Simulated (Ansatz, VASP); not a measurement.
## CuAs: VASP beside Ansatz

File INCAR:

```
SYSTEM = CuAs
PREC = Accurate
ENCUT = 520
EDIFF = 1E-6
ISMEAR = 0
SIGMA = 0.15
LREAL = .False.
LASPH = .True.
NELM = 80
ALGO = Normal
ISIF = 2
LWAVE = .False.
LCHARG = .False.
NBANDS = 24
```

Contents of KPOINTS:

```
regular mesh
0
Gamma
  12 12 8
  0 0 0
```

The input POSCAR:

```
CuAs
1.0
    4.0443000000      0.0000000000      0.0000000000
   -2.0221500000      3.5024665405      0.0000000000
    0.0000000000      0.0000000000      4.5989000000
Cu As
2 2
Direct
    0.0000000000      0.0000000000      0.5000000000
    0.0000000000      0.0000000000      0.0000000000
    0.6666666667      0.3333333333      0.7500000000
    0.3333333333      0.6666666667      0.2500000000
```

Input for Ansatz:

```yaml
crystal:
  lattice:
    - [4.0443, 0.0, 0.0]
    - [-2.02215, 3.5024665405, 0.0]
    - [0.0, 0.0, 4.5989]
  atoms:
    - { symbol: Cu, position: [0.0, 0.0, 0.5] }
    - { symbol: Cu, position: [0.0, 0.0, 0.0] }
    - { symbol: As, position: [0.6666666667, 0.3333333333, 0.75] }
    - { symbol: As, position: [0.3333333333, 0.6666666667, 0.25] }
basis:
  ecutwfc: 520.0
kpoints:
  mp_grid: { grid: [12, 12, 8] }
hamiltonian:
  xc: lda
scf:
  occupations: { method: gaussian, width: 0.15 }
output:
  forces: true
  stress: true
  eigenvalues: true
```

Alike in both runs: task single point; functional LDA; k mesh 12 × 12 × 8; occupations gaussian, width 0.15 eV; no spin polarisation.

|  | VASP | Ansatz |
| --- | --- | --- |
| version | VASP 6.6.1 | Ansatz 0.2.0 |
| potentials or method | VASP PAW LDA potentials, release 64 (Cu, As), cutoff 520 eV | scalar-relativistic, plane waves, PAW |
| valence electrons in the cell | 32 | 68 |

Ansatz gave:

```
gap on the k mesh at the Fermi level (eV)                     : none
pressure (GPa)                                                : -7.3
traceless stress, the component that is largest in VASP (GPa) : 10.77
```

Task: Which values does VASP return?

Result: gap on the k mesh at the Fermi level (eV): none; pressure (GPa): -6.8; traceless stress, the component that is largest in VASP (GPa): 10.79.

LDA's correlation is that of Perdew and Zunger in VASP and of Perdew and Wang (1992) in Ansatz. A gap of «none» marks a metal or a gap that the smearing closes. VASP's potentials hold 32 valence electrons a cell and Ansatz's 68, so a difference there can come from the potentials and not from the codes.
